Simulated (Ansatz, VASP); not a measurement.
## Two plane-wave programs on Te2Mo

INCAR

```
ALGO = Normal ; DIPOL = 0.5 0.5 0.500
EDIFF = 1E-6 ; ENCUT = 520
GGA = PE ; IDIPOL = 3
ISIF = 2 ; ISMEAR = 0
IVDW = 12 ; LASPH = True
LCHARG = False ; LDIPOL = True
LREAL = False ; LWAVE = False
NBANDS = 20 ; NELM = 60
PREC = Accurate ; SIGMA = 0.02
```

Contents of KPOINTS:

```
k-points
0
Gamma
  9 9 1
```

POSCAR

```
Te2Mo
1.0
    3.2240000000      0.0000000000      0.0000000000
   -1.6120000000      2.7920659018      0.0000000000
    0.0000000000      0.0000000000     33.2698832047
Te Mo
2 1
Direct
    0.3333333333      0.6666666667      0.4510668556
    0.3333333333      0.6666666667      0.5489331444
    0.6666666667      0.3333333333      0.5000000000
```

Input for Ansatz:

```yaml
crystal:
  lattice:
    - [3.224, 0.0, 0.0]
    - [-1.612, 2.7920659018, 0.0]
    - [0.0, 0.0, 33.2698832047]
  atoms:
    - { symbol: Te, position: [0.3333333333, 0.6666666667, 0.4510668556] }
    - { symbol: Mo, position: [0.6666666667, 0.3333333333, 0.5] }
    - { symbol: Te, position: [0.3333333333, 0.6666666667, 0.5489331444] }
  periodic: [true, true, false]
basis:
  ecutwfc: 420
kpoints:
  mp_grid: { grid: [9, 9, 1] }
hamiltonian:
  xc: pbe
  pseudopotentials: { kind: paw, azcp: { folder: soft_1 } }
  dispersion: d3bj
scf:
  occupations: { method: gaussian, width: 0.02 }
output:
  forces: true
  stress: true
  eigenvalues: true
```

Alike in both runs: task single point; functional PBE; dispersion D3(BJ); k mesh 9 × 9 × 1; occupations gaussian, width 0.02 eV; no spin polarisation.

|  | VASP | Ansatz |
| --- | --- | --- |
| version | VASP 6.6.1 | Ansatz 0.2.0 |
| potentials or method | VASP PAW PBE potentials, release 64 (Te, Mo_sv), cutoff 520 eV | scalar-relativistic, plane waves, PAW |
| valence electrons in the cell | 26 | 46 |

Ansatz gave:

* gap on the k mesh at the Fermi level (eV): 1.40
* least direct gap on the mesh (eV): 1.64
* rms of the force components (eV/Å): 3.057

Problem. Estimate VASP's values.

Solution. gap on the k mesh at the Fermi level (eV): 1.38; least direct gap on the mesh (eV): 1.63; rms of the force components (eV/Å): 3.074.

VASP's potentials hold 26 valence electrons a cell and Ansatz's 46, so a difference there can come from the potentials and not from the codes.

Neither program's run includes spin-orbit coupling.
